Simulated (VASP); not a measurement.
## Cu: single point with PBEsol

Cu:

```
CELL_PARAMETERS angstrom
2.52059 0.00000 0.00000
-1.26030 2.18290 0.00000
0.00000 0.00000 4.11652
ATOMIC_POSITIONS crystal
Cu 0.32368 0.66077 0.23695
Cu 0.67632 0.33923 0.76305
```

This cell differs from its parent crystal: atoms moved at random.

* Program: VASP 6.6.1
* Task: single point
* Functional: PBEsol
* Potentials or basis: VASP PAW PBE potentials, release 64 (Cu)
* Cutoff: 600 eV
* k mesh: 18 × 18 × 8
* Occupations: gaussian, width 0.15 eV
* Spin: no spin polarisation
* Dipole correction: no
* Further INCAR settings: ALGO = Normal; EDIFF = 1e-06; NBANDS = 18

```json
{"Pressure": "2.1 GPa", "Largest force": "0.880 eV/Å", "Band gap on the k mesh": "zero (band 11 reaches 12.06 eV, above the bottom of band 12 at 6.01 eV)"}
```

Forces in eV/Å, atoms in the order of the input:
```
Cu   0.058  0.042  0.877
Cu  -0.058 -0.042 -0.877
```

Stress tensor (GPa, compression positive):
```
2.20 0.51 0.32
0.51 1.40 0.23
0.32 0.23 2.81
```

Levels at points of the mesh, in eV from the Fermi level:
| k point | band 8 | band 9 | band 10 | band 11 | band 12 | band 13 | band 14 | band 15 |
| --- | --- | --- | --- | --- | --- | --- | --- | --- |
| (0.00, 0.00, 0.00) | -2.55 | -2.46 | -1.76 | -1.68 | -1.08 | 3.95 | 21.68 | 22.33 |
| (0.50, 0.00, 0.00) | -1.65 | -1.60 | -1.51 | 0.12 | 1.56 | 7.93 | 8.80 | 10.56 |
| (0.00, 0.50, 0.00) | -1.63 | -1.59 | -1.52 | -0.04 | 1.73 | 7.67 | 8.51 | 10.82 |
| (0.50, 0.50, 0.00) | -1.64 | -1.59 | -1.52 | -0.02 | 1.71 | 7.70 | 8.55 | 10.78 |
| (0.00, 0.00, 0.50) | -3.10 | -2.07 | -2.03 | -1.89 | -1.88 | 12.13 | 13.50 | 22.28 |
| (0.50, 0.00, 0.50) | -1.82 | -1.60 | -1.55 | 0.24 | 0.49 | 5.06 | 5.27 | 16.22 |
| (0.00, 0.50, 0.50) | -1.92 | -1.59 | -1.55 | 0.38 | 0.67 | 4.92 | 5.16 | 16.21 |
| (0.50, 0.50, 0.50) | -1.91 | -1.59 | -1.55 | 0.36 | 0.64 | 4.94 | 5.18 | 16.21 |

Run time: 13 min on 1 thread of AMD EPYC 7R13, on a shared host, peak memory 0.56 GiB.

Caveat: the cell differs from its parent crystal (atoms moved at random); the PAW data sets were made with another functional, which shifts forces and pressure a little.
